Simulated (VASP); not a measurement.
# BaIr3: single point with PBE

The system is BaIr3.

```
Ba Ir
1.0
     4.31738    0.00000    0.00000
     0.00000    4.31738    0.00000
     0.00000    0.00000    4.31738
Ba Ir
1 3
Direct
  0.00000 0.00000 0.00000
  0.00000 0.50000 0.50000
  0.50000 0.50000 0.00000
  0.50000 0.00000 0.50000
```

This cell differs from its parent crystal: volume scaled by 1.070.

| Item | Value |
| --- | --- |
| Program | VASP 6.6.1 |
| Task | single point |
| Functional | PBE |
| Potentials or basis | VASP PAW PBE potentials, release 64 (Ba_sv, Ir) |
| Cutoff | 520 eV |
| k mesh | 8 × 8 × 8 |
| Occupations | gaussian, width 0.05 eV |
| Spin | no spin polarisation |

* Pressure: -5.0 GPa

Levels at points of the mesh, in eV from the Fermi level:
| k point | band 15 | band 16 | band 17 | band 18 | band 19 | band 20 | band 21 | band 22 | band 23 | band 24 |
| --- | --- | --- | --- | --- | --- | --- | --- | --- | --- | --- |
| (0.00, 0.00, 0.00) | 0.09 | 0.09 | 0.92 | 1.26 | 1.26 | 1.26 | 4.07 | 4.07 | 4.07 | 4.79 |
| (0.50, 0.00, 0.00) | -0.99 | -0.75 | -0.40 | -0.33 | -0.33 | 0.27 | 1.26 | 3.48 | 3.48 | 4.79 |
| (0.50, 0.50, 0.00) | -1.02 | -0.70 | -0.58 | -0.58 | -0.38 | -0.34 | 0.51 | 2.69 | 2.69 | 4.85 |
| (0.50, 0.50, 0.50) | -0.71 | -0.71 | 0.22 | 0.94 | 0.94 | 0.94 | 3.23 | 3.23 | 3.23 | 4.14 |

It took 22 s on 1 thread of Intel(R) Xeon(R) 6975P-C (Granite Rapids), with other jobs on the host, peak memory 0.21 GiB.

Caveat: spin-orbit coupling is left out, which moves the levels of the heavy elements.
